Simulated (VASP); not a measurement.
# RbBr (Pm-3m) in VASP: settings compared, part 2 of 2

VASP 6.6.1. Earlier steps stand in the parts before.

## Step 3: Single point, PBEsol

Contents of INCAR:

```
SYSTEM = RbBr
  PREC = Accurate
  ENCUT = 520
  EDIFF = 1E-6
  ISMEAR = 0
  SIGMA = 0.05
  LREAL = .FALSE.
  LASPH = .TRUE.
  NELM = 100
  ALGO = Normal
  ISIF = 2
  LWAVE = .FALSE.
  LCHARG = .FALSE.
  GGA = PS
  NBANDS = 15
```

Contents of KPOINTS:

```
Automatic mesh
0
G
  8 8 8
  0 0 0
```

Contents of POSCAR:

```
RbBr
1.0
    4.1260773000      0.0000000000      0.0000000000
    0.0000000000      4.1260773000      0.0000000000
    0.0000000000      0.0000000000      4.1260773000
Rb Br
1 1
Direct
    0.0000000000      0.0000000000      0.0000000000
    0.5000000000      0.5000000000      0.5000000000
```

Potentials or basis: VASP PAW PBE potentials, release 64 (Rb_sv, Br).

Command:

```console
cat potpaw_PBE.64/Rb_sv/POTCAR potpaw_PBE.64/Br/POTCAR > POTCAR
mpirun -np 1 vasp_std > vasp.out
```

OUTCAR:

```text
SYSTEM = RbBr
   PREC = Accurate
   ENCUT = 520
   EDIFF = 1E-6
   ISMEAR = 0
   LREAL = .FALSE.
   LASPH = .TRUE.
   NELM = 100
   ISIF = 2
   GGA = PS

 ion  position               nearest neighbor table
   1  0.000  0.000  0.000-   2 3.57   2 3.57   2 3.57   2 3.57   2 3.57   2 3.57   2 3.57   2 3.57

   2  0.500  0.500  0.500-   1 3.57   1 3.57   1 3.57   1 3.57   1 3.57   1 3.57   1 3.57   1 3.57

  LATTYP: Found a simple cubic cell.
 ALAT       =     4.1260773000

  Lattice vectors:

 A1 = (   4.1260773000,   0.0000000000,   0.0000000000)
 A2 = (   0.0000000000,   4.1260773000,   0.0000000000)
 A3 = (   0.0000000000,   0.0000000000,   4.1260773000)

Analysis of symmetry for initial positions (statically):
=====================================================================
 Subroutine PRICEL returns:
 Original cell was already a primitive cell.

 Routine SETGRP: Setting up the symmetry group for a
 simple cubic supercell.

 Subroutine GETGRP returns: Found 48 space group operations
 (whereof 48 operations were pure point group operations)
 out of a pool of 48 trial point group operations.

The static configuration has the point symmetry O_h .

Analysis of symmetry for dynamics (positions and initial velocities):
=====================================================================
 Subroutine PRICEL returns:
 Original cell was already a primitive cell.

 Routine SETGRP: Setting up the symmetry group for a
 simple cubic supercell.

 Subroutine GETGRP returns: Found 48 space group operations
 (whereof 48 operations were pure point group operations)
 out of a pool of 48 trial point group operations.

The dynamic configuration has the point symmetry O_h .

 Subroutine INISYM returns: Found 48 space group operations
 (whereof 48 operations are pure point group operations),
 and found     1 'primitive' translations

[... 120 lines left out ...]
   LHFCALC =     F    Hartree Fock is set to
   AEXX    =    0.0000 exact exchange contribution
   IVDW    =     0    specifies the selected vdW correction
   LEPSILON=     F    determine dielectric tensor
   LRPA    =     F    only Hartree local field effects (RPA)
 non-spin polarized calculation
 Gauss-broadening in eV      SIGMA  =   0.05
  energy-cutoff  :      520.00
  volume of cell :       70.24
 maximum number of plane-waves:      1924
 NGX is ok and might be reduce to    32
   NGX = 15   NGY = 15   NGZ = 15

 number of electron      16.0000002 magnetization

 Free energy of the ion-electron system (eV)
  ---------------------------------------------------
  ext. energy  EPLUGINS =         0.00000000
  ---------------------------------------------------
  free energy    TOTEN  =        -6.29671796 eV

  energy without entropy =       -6.29671796  energy(sigma->0) =       -6.29671796

 E-fermi :  -0.4937     XC(G=0):  -8.1193

 val. band max:       -0.7687791590   @ k =   0.5000   0.5000   0.0000
 cond. band min:       3.1352387163   @ k =   0.0000   0.0000   0.0000
 fundamental gap:      3.9040178753
 Fermi energy:        -0.4937343430

 k-point     1 :       0.0000    0.0000    0.0000
  band No.  band energies     occupation
      1     -25.7957      2.00000
      2     -13.4062      2.00000
      3      -9.7884      2.00000
      4      -9.7884      2.00000
      5      -9.7884      2.00000
      6      -0.9258      2.00000
      7      -0.9258      2.00000
      8      -0.9258      2.00000
      9       3.1352      0.00000
     10       4.6932      0.00000
     11       4.6932      0.00000
     12       9.1344      0.00000
     13       9.1344      0.00000
     14       9.1344      0.00000
[... 401 lines left out ...]
      2     -13.2259      2.00000
      3     -10.0707      2.00000
      4     -10.0442      2.00000
      5      -9.7591      2.00000
      6      -1.9655      2.00000
      7      -1.7763      2.00000
      8      -1.0341      2.00000
      9       4.9298      0.00000
     10       5.8732      0.00000
     11       7.1640      0.00000
     12       7.3151      0.00000
     13       8.8490      0.00000
     14       9.3649      0.00000
     15      10.9087      0.00000

 [... further k-points ...]

------------------------ aborting loop because EDIFF is reached ----------------------------------------

  FORCE on cell =-STRESS in cart. coord.  units (eV):
  Direction    XX          YY          ZZ          XY          YZ          ZX
  --------------------------------------------------------------------------------------
  -------------------------------------------------------------------------------------
  Total       -0.2474106     -0.2474106     -0.2474106     -0.0000000     -0.0000000      0.0000000
  in kB       -5.6430872     -5.6430872     -5.6430872     -0.0000000     -0.0000000      0.0000000
  external PRESSURE =      -5.6430872 kB  Pullay stress =       0.0000000 kB

 VOLUME and BASIS-vectors are now :
 -----------------------------------------------------------------------------
  energy-cutoff  :      520.00
  volume of cell :       70.24
      direct lattice vectors                 reciprocal lattice vectors
     4.126077300  0.000000000  0.000000000     0.242360947  0.000000000  0.000000000
     0.000000000  4.126077300  0.000000000     0.000000000  0.242360947  0.000000000
     0.000000000  0.000000000  4.126077300     0.000000000  0.000000000  0.242360947

 POSITION                                       TOTAL-FORCE (eV/Angst)
 -----------------------------------------------------------------------------------
      0.00000      0.00000      0.00000         0.000000      0.000000      0.000000
      2.06304      2.06304      2.06304         0.000000      0.000000      0.000000
 -----------------------------------------------------------------------------------
    total drift:                                0.000000      0.000000     -0.000000

  FREE ENERGIE OF THE ION-ELECTRON SYSTEM (eV)
  ---------------------------------------------------
  free  energy   TOTEN  =        -6.2967179621 eV

  energy  without entropy=       -6.2967179621  energy(sigma->0) =       -6.29671796
```

OSZICAR:

```text
N       E                     dE             d eps       ncg     rms          rms(c)
DAV:   1     0.793016810134E+02    0.79302E+02   -0.69207E+03  1050   0.938E+02
DAV:   2    -0.139948183193E+01   -0.80701E+02   -0.76172E+02  1467   0.167E+02
DAV:   3    -0.641721913893E+01   -0.50177E+01   -0.50005E+01  1375   0.423E+01
DAV:   4    -0.651490495157E+01   -0.97686E-01   -0.97668E-01  1520   0.569E+00
DAV:   5    -0.651577971550E+01   -0.87476E-03   -0.87474E-03  1495   0.483E-01    0.248E+00
DAV:   6    -0.632726609958E+01    0.18851E+00   -0.15946E-01  1260   0.222E+00    0.165E+00
DAV:   7    -0.629508043838E+01    0.32186E-01   -0.86018E-02  1323   0.169E+00    0.855E-01
DAV:   8    -0.629677728915E+01   -0.16969E-02   -0.11609E-02  1356   0.636E-01    0.136E-01
DAV:   9    -0.629662222132E+01    0.15507E-03   -0.61222E-04  1365   0.128E-01    0.508E-02
DAV:  10    -0.629671724008E+01   -0.95019E-04   -0.17302E-04  1236   0.848E-02    0.930E-03
DAV:  11    -0.629671796212E+01   -0.72204E-06   -0.57455E-06  1423   0.157E-02
   1 F= -.62967180E+01 E0= -.62967180E+01  d E =-.119369E-16
```

Run time: 30 s. Hardware: 1 thread of Intel Xeon Platinum 8259CL at 2.50GHz (Skylake/Cascade Lake), shared host; peak memory 0.19 GiB.

What came out:

```yaml
Free_energy: -6.2967 eV
Pressure: -0.6 GPa
Band_gap_on_the_k_mesh: 3.90 eV, indirect (least direct gap 4.06 eV)
```

Caveat: the PAW data sets were made with another functional, which shifts forces and pressure a little. A k mesh can miss the band edges.

## Step 4: Single point, LDA

This run uses another cell than the first one, of 42.15 Å³/atom, 1.200 times its volume.

Contents of INCAR:

```
PREC = Accurate ; ENCUT = 520
EDIFF = 1E-6 ; ISMEAR = 0
SIGMA = 0.05 ; LREAL = F
LASPH = T ; NELM = 100
ALGO = Normal ; ISIF = 2
LWAVE = F ; LCHARG = T
LELF = T ; LVHAR = T
NBANDS = 15
```

Contents of KPOINTS:

```
Automatic mesh
0
Gamma
  8 8 8
```

Contents of POSCAR:

```
RbBr
1.0
    4.3846114000      0.0000000000      0.0000000000
    0.0000000000      4.3846114000      0.0000000000
    0.0000000000      0.0000000000      4.3846114000
Rb Br
1 1
Direct
    0.0000000000      0.0000000000      0.0000000000
    0.5000000000      0.5000000000      0.5000000000
```

Potentials or basis: VASP PAW LDA potentials, release 64 (Rb_sv, Br).

Command:

```console
cat potpaw_LDA.64/Rb_sv/POTCAR potpaw_LDA.64/Br/POTCAR > POTCAR
mpirun -np 1 vasp_std > vasp.out
```

OUTCAR:

```text
PREC = Accurate
   ENCUT = 520
   EDIFF = 1E-6
   ISMEAR = 0
   LREAL = F
   LASPH = T
   NELM = 100
   ISIF = 2

 ion  position               nearest neighbor table
   1  0.000  0.000  0.000-   2 3.80   2 3.80   2 3.80   2 3.80   2 3.80   2 3.80   2 3.80   2 3.80

   2  0.500  0.500  0.500-   1 3.80   1 3.80   1 3.80   1 3.80   1 3.80   1 3.80   1 3.80   1 3.80

  LATTYP: Found a simple cubic cell.
 ALAT       =     4.3846114000

  Lattice vectors:

 A1 = (   4.3846114000,   0.0000000000,   0.0000000000)
 A2 = (   0.0000000000,   4.3846114000,   0.0000000000)
 A3 = (   0.0000000000,   0.0000000000,   4.3846114000)

Analysis of symmetry for initial positions (statically):
=====================================================================
 Subroutine PRICEL returns:
 Original cell was already a primitive cell.

 Routine SETGRP: Setting up the symmetry group for a
 simple cubic supercell.

 Subroutine GETGRP returns: Found 48 space group operations
 (whereof 48 operations were pure point group operations)
 out of a pool of 48 trial point group operations.

The static configuration has the point symmetry O_h .

Analysis of symmetry for dynamics (positions and initial velocities):
=====================================================================
 Subroutine PRICEL returns:
 Original cell was already a primitive cell.

 Routine SETGRP: Setting up the symmetry group for a
 simple cubic supercell.

 Subroutine GETGRP returns: Found 48 space group operations
 (whereof 48 operations were pure point group operations)
 out of a pool of 48 trial point group operations.

The dynamic configuration has the point symmetry O_h .

 Subroutine INISYM returns: Found 48 space group operations
 (whereof 48 operations are pure point group operations),
 and found     1 'primitive' translations

----------------------------------------------------------------------------------------

                                     Primitive cell

  volume of cell :      84.2934

  direct lattice vectors                    reciprocal lattice vectors
     4.384611400  0.000000000  0.000000000     0.228070383  0.000000000  0.000000000
     0.000000000  4.384611400  0.000000000     0.000000000  0.228070383  0.000000000
     0.000000000  0.000000000  4.384611400     0.000000000  0.000000000  0.228070383

  length of vectors
     4.384611400  4.384611400  4.384611400     0.228070383  0.228070383  0.228070383

  position of ions in fractional coordinates (direct lattice)
     0.000000000  0.000000000  0.000000000
     0.500000000  0.500000000  0.500000000

  ion indices of the primitive-cell ions
   primitive index   ion index
                 1           1
                 2           2

----------------------------------------------------------------------------------------

 KPOINTS: Automatic mesh

Automatic generation of k-mesh.
 Grid dimensions read from file:
 generate k-points for:    8    8    8

 Generating k-lattice:

  Cartesian coordinates                     Fractional coordinates (reciprocal lattice)
     0.028508798  0.000000000  0.000000000     0.125000000  0.000000000  0.000000000
     0.000000000  0.028508798  0.000000000     0.000000000  0.125000000  0.000000000
[... 41 lines left out ...]
   number of dos      NEDOS =    301   number of ions     NIONS =      2
   total plane-waves  NPLWV =  46656
   dimension x,y,z NGX =    36 NGY =   36 NGZ =   36
   dimension x,y,z NGXF=    72 NGYF=   72 NGZF=   72
   ions per type =               1   1
   NGX,Y,Z   is equivalent  to a cutoff of  13.65, 13.65, 13.65 a.u.
   NGXF,Y,Z  is equivalent  to a cutoff of  27.30, 27.30, 27.30 a.u.
 SYSTEM =  unknown system
   PREC   = accura    normal or accurate (medium, high low for compatibility)
   ISTART =      0    job   : 0-new  1-cont  2-samecut
   ICHARG =      2    charge: 1-file 2-atom 10-const
   ISPIN  =      1    spin polarized calculation?
   LNONCOLLINEAR =      F non collinear calculations
   LSORBIT =      F    spin-orbit coupling
   LASPH  =      T    aspherical Exc in radial PAW
   ENCUT  =  520.0 eV  38.22 Ry    6.18 a.u.   8.15  8.15  8.15*2*pi/ulx,y,z
   NELM   =    100;   NELMIN=  2; NELMDL= -5     # of ELM steps
   EDIFF  = 0.1E-05   stopping-criterion for ELM
   LREAL  =      F    real-space projection
   EDIFFG = 0.1E-04   stopping-criterion for IOM
   NSW    =      0    number of steps for IOM
   IBRION =     -1    ionic relax: 0-MD 1-quasi-New 2-CG
   NFREE  =      0    steps in history (QN), initial steepest desc. (CG)
   ISIF   =      2    stress and relaxation
   ISYM   =      2    0-nonsym 1-usesym 2-fastsym
   POTIM  = 0.5000    time-step for ionic-motion
   TEBEG  =    0.0;   TEEND  =   0.0 temperature during run
   PSTRESS=    0.0 pullay stress
   NELECT =      16.0000    total number of electrons
   NUPDOWN=      -1.0000    fix difference up-down
   EMIN   =  10.00;   EMAX   =-10.00  energy-range for DOS
   EFERMI =   0.00;   METHOD = LEGACY
   ISMEAR =     0;   SIGMA  =   0.05  broadening in eV -4-tet -1-fermi 0-gaus
   EFERMI_NEDOS =   21; number of points for ismear=-14 and -15
   IALGO  =     38    algorithm
   IMIX   =      4    mixing-type and parameters
     AMIX     =   0.40;   BMIX     =  1.00
     AMIX_MAG =   1.60;   BMIX_MAG =  1.00
  volume/ion in A,a.u.               =      42.15       284.42
  Fermi-wavevector in a.u.,A,eV,Ry     =   0.940843  1.777935 12.043675  0.885185
  Thomas-Fermi vector in A             =   2.068295
   LORBIT       =      0    0 simple, 1 ext, 2 COOP (PROOUT), +10 PAW based schemes
   GGA     = CA    functional components
   LHFCALC =     F    Hartree Fock is set to
   AEXX    =    0.0000 exact exchange contribution
   IVDW    =     0    specifies the selected vdW correction
   LEPSILON=     F    determine dielectric tensor
   LRPA    =     F    only Hartree local field effects (RPA)
 non-spin polarized calculation
 Gauss-broadening in eV      SIGMA  =   0.05
  energy-cutoff  :      520.00
  volume of cell :       84.29
 maximum number of plane-waves:      2301
 NGX is ok and might be reduce to    36
   NGX = 17   NGY = 17   NGZ = 17

 number of electron      16.0000003 magnetization

 Free energy of the ion-electron system (eV)
  ---------------------------------------------------
  ext. energy  EPLUGINS =         0.00000000
  ---------------------------------------------------
  free energy    TOTEN  =        -6.43215106 eV

  energy without entropy =       -6.43215106  energy(sigma->0) =       -6.43215106

 E-fermi :  -1.4034     XC(G=0):  -7.6630

 val. band max:       -1.6408210205   @ k =   0.5000   0.5000   0.0000
 cond. band min:       1.5410400194   @ k =   0.0000   0.0000   0.0000
 fundamental gap:      3.1818610399
 Fermi energy:        -1.4034085782

 k-point     1 :       0.0000    0.0000    0.0000
  band No.  band energies     occupation
      1     -26.8918      2.00000
      2     -14.0324      2.00000
      3     -10.9575      2.00000
      4     -10.9575      2.00000
      5     -10.9575      2.00000
      6      -1.7840      2.00000
      7      -1.7840      2.00000
      8      -1.7840      2.00000
      9       1.5410      0.00000
     10       3.8063      0.00000
     11       3.8063      0.00000
     12       7.6364      0.00000
     13       7.6364      0.00000
     14       7.6364      0.00000
[... 401 lines left out ...]
      2     -13.9222      2.00000
      3     -11.1248      2.00000
      4     -11.1050      2.00000
      5     -10.9449      2.00000
      6      -2.5925      2.00000
      7      -2.4376      2.00000
      8      -1.8326      2.00000
      9       3.6527      0.00000
     10       4.5380      0.00000
     11       5.8743      0.00000
     12       6.0247      0.00000
     13       6.8589      0.00000
     14       7.1675      0.00000
     15       8.9109      0.00000

 [... further k-points ...]

------------------------ aborting loop because EDIFF is reached ----------------------------------------

  FORCE on cell =-STRESS in cart. coord.  units (eV):
  Direction    XX          YY          ZZ          XY          YZ          ZX
  --------------------------------------------------------------------------------------
  -------------------------------------------------------------------------------------
  Total       -1.6584081     -1.6584081     -1.6584081      0.0000000      0.0000000     -0.0000000
  in kB      -31.5216294    -31.5216294    -31.5216294      0.0000000      0.0000000     -0.0000000
  external PRESSURE =     -31.5216294 kB  Pullay stress =       0.0000000 kB

 VOLUME and BASIS-vectors are now :
 -----------------------------------------------------------------------------
  energy-cutoff  :      520.00
  volume of cell :       84.29
      direct lattice vectors                 reciprocal lattice vectors
     4.384611400  0.000000000  0.000000000     0.228070383  0.000000000  0.000000000
     0.000000000  4.384611400  0.000000000     0.000000000  0.228070383  0.000000000
     0.000000000  0.000000000  4.384611400     0.000000000  0.000000000  0.228070383

 POSITION                                       TOTAL-FORCE (eV/Angst)
 -----------------------------------------------------------------------------------
      0.00000      0.00000      0.00000         0.000000      0.000000      0.000000
      2.19231      2.19231      2.19231         0.000000      0.000000      0.000000
 -----------------------------------------------------------------------------------
    total drift:                                0.000000      0.000000      0.000000

  FREE ENERGIE OF THE ION-ELECTRON SYSTEM (eV)
  ---------------------------------------------------
  free  energy   TOTEN  =        -6.4321510647 eV

  energy  without entropy=       -6.4321510647  energy(sigma->0) =       -6.43215106
```

Wall time 45 s (1 thread of Intel Xeon Platinum 8259CL at 2.50GHz (Skylake/Cascade Lake), shared host); peak memory 0.19 GiB.

What came out:

```yaml
Free_energy: -6.4322 eV
Pressure: -3.2 GPa
Band_gap_on_the_k_mesh: 3.18 eV, indirect (least direct gap 3.33 eV)
```
